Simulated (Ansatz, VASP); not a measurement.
# One calculation of S, two programs

The input INCAR:

```
SYSTEM = S
  PREC = Accurate
  ENCUT = 600
  EDIFF = 1E-6
  ISMEAR = 0
  SIGMA = 0.1
  LREAL = .FALSE.
  LASPH = .TRUE.
  NELM = 80
  ALGO = Normal
  ISIF = 3
  LWAVE = .FALSE.
  LCHARG = .FALSE.
  GGA = PS
  IBRION = 2
  NSW = 90
  EDIFFG = -0.04
```

File KPOINTS:

```
regular mesh
0
G
  6 6 6
  0 0 0
```

File POSCAR:

```
S
1.0
   -2.9648654711      2.9648654711      1.6173888443
    2.9648654711     -2.9648654711      1.6173888443
    2.9648654711      2.9648654711     -1.6173888443
S
2
Direct
    0.0000000000      0.0000000000      0.0000000000
    0.7500000000      0.2500000000      0.5000000000
```

Input for Ansatz:

```yaml
crystal:
  lattice:
    - [-2.9648654711, 2.9648654711, 1.6173888443]
    - [2.9648654711, -2.9648654711, 1.6173888443]
    - [2.9648654711, 2.9648654711, -1.6173888443]
  atoms:
    - { symbol: S, position: [0.0, 0.0, 0.0] }
    - { symbol: S, position: [0.75, 0.25, 0.5] }
basis:
  ecutwfc: 420
kpoints:
  mp_grid: { grid: [6, 6, 6] }
hamiltonian:
  xc: pbesol
scf:
  occupations: { method: gaussian, width: 0.1 }
  lower_state_search: "off"
output:
  forces: true
  stress: true
  eigenvalues: true
relax:
  adjacent_minimum: "off"
  f_tol: 0.04
  max_steps: 70
  cell: { stress_tol: 0.4 }
```

Alike in both runs: task relaxation of cell and atoms; functional PBEsol; k mesh 6 × 6 × 6; occupations gaussian, width 0.1 eV; no spin polarisation.

|  | VASP | Ansatz |
| --- | --- | --- |
| version | VASP 6.6.1 | Ansatz 0.2.0 |
| potentials or method | VASP PAW PBE potentials, release 64 (S), cutoff 600 eV | scalar-relativistic, plane waves, PAW |
| valence electrons in the cell | 12 | 12 |

VASP gave:

- gap on the k mesh at the Fermi level, each at its own relaxed structure (eV): none
- relaxed volume (Å³/atom): 16.79
- relaxed cell length with the largest relative difference (Å): 3.734

Problem. Which values does Ansatz return?

Solution. gap on the k mesh at the Fermi level, each at its own relaxed structure (eV): none; relaxed volume (Å³/atom): 16.79; relaxed cell length with the largest relative difference (Å): 3.727.

VASP's potentials were made for PBE, not for PBEsol. A gap of «none» marks a metal or a gap that the smearing closes.

The k mesh is coarse, so the values compare programs but aren't converged. Noted on VASP's run: the volume moved by over 15 % at a fixed basis, so the end points are rough.
